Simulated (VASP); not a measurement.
# Si4B: relaxation of cell and atoms with PBE

The system is Si4B.

```
Si B
1.0
     4.33930    0.00000    0.00000
    -2.16965    3.75795    0.00000
     0.00000    0.00000    5.00875
Si B
4 1
Direct
  0.50000 0.00000 0.00000
  0.00000 0.50000 0.00000
  0.50000 0.50000 0.00000
  0.00000 0.00000 0.00000
  0.00000 0.00000 0.50000
```

* Program: VASP 6.6.1
* Task: relaxation of cell and atoms
* Functional: PBE
* Potentials or basis: VASP PAW PBE potentials, release 64 (Si, B)
* Cutoff: 600 eV
* k mesh: 6 × 6 × 4
* Occupations: gaussian, width 0.1 eV
* Spin: no spin polarisation
* Dipole correction: no
* Further INCAR settings: ALGO = Normal; EDIFF = 1e-07; IBRION = 2; EDIFFG = -0.04; NSW = 90; ISIF = 3

| Item | Value |
| --- | --- |
| Relaxed volume | 17.33 Å³/atom |
| Relaxed cell | a = 5.077 Å, b = 5.077 Å, c = 3.881 Å, α = 90.00°, β = 90.00°, γ = 120.00° |
| Space group after relaxing (to 0.05 Å) | P6/mmm (No. 191) |
| Energy gained by relaxing | 1078.3 meV/atom |
| Ionic steps | 9 |
| Pressure after relaxing | -0.2 GPa |

Stress tensor (GPa, compression positive):
```
-0.16  0.00  0.00
 0.00 -0.16  0.00
 0.00  0.00 -0.25
```

Step by step:
| step | energy change (eV) | largest force (eV/Å) | pressure (GPa) | volume (Å³) |
| --- | --- | --- | --- | --- |
| 1 | 0.0000 | 0.0000 | 35.86 | 81.68 |
| 2 | -3.1976 | 0.0000 | -11.31 | 127.98 |
| 3 | -3.9984 | 0.0000 | -5.33 | 106.15 |
| 4 | -4.6638 | 0.0000 | -5.60 | 98.24 |
| 5 | -5.1208 | 0.0000 | 9.99 | 78.67 |
| 6 | -5.3833 | 0.0000 | -0.47 | 86.96 |
| 7 | -5.3901 | 0.0000 | 0.66 | 85.70 |
| 8 | -5.3903 | 0.0000 | 0.28 | 86.11 |
| 9 | -5.3914 | 0.0000 | -0.19 | 86.63 |

Final structure:
```cif
data_structure
_symmetry_space_group_name_H-M 'P 1'
_symmetry_Int_Tables_number 1
_cell_length_a 5.0773
_cell_length_b 5.0773
_cell_length_c 3.8806
_cell_angle_alpha 90.000
_cell_angle_beta 90.000
_cell_angle_gamma 120.000
_cell_volume 86.63
loop_
_atom_site_label
_atom_site_type_symbol
_atom_site_fract_x
_atom_site_fract_y
_atom_site_fract_z
_atom_site_occupancy
Si1 Si 0.50000 0.00000 0.00000 1
Si2 Si 0.00000 0.50000 0.00000 1
Si3 Si 0.50000 0.50000 0.00000 1
Si4 Si 0.00000 0.00000 0.00000 1
B1 B 0.00000 0.00000 0.50000 1
```

Levels at points of the mesh, in eV from the Fermi level:
```tsv
k point	band 6	band 7	band 8	band 9	band 10	band 11	band 12	band 13
(0.00, 0.00, 0.00)	-5.05	-5.05	-4.68	-0.91	0.32	2.70	2.70	3.82
(0.50, 0.00, 0.00)	-2.67	-1.19	-0.42	-0.30	-0.26	0.99	1.65	2.15
(0.00, 0.00, 0.50)	-5.10	-4.47	-4.47	-2.21	-0.81	-0.81	1.08	1.08
(0.50, 0.00, 0.50)	-4.11	-1.72	-1.11	-0.94	-0.05	0.05	0.78	2.80
```

It took 7.1 min on 1 thread of Oxide Virtual Turin-like Processor, with other jobs on the host, peak memory 0.19 GiB.
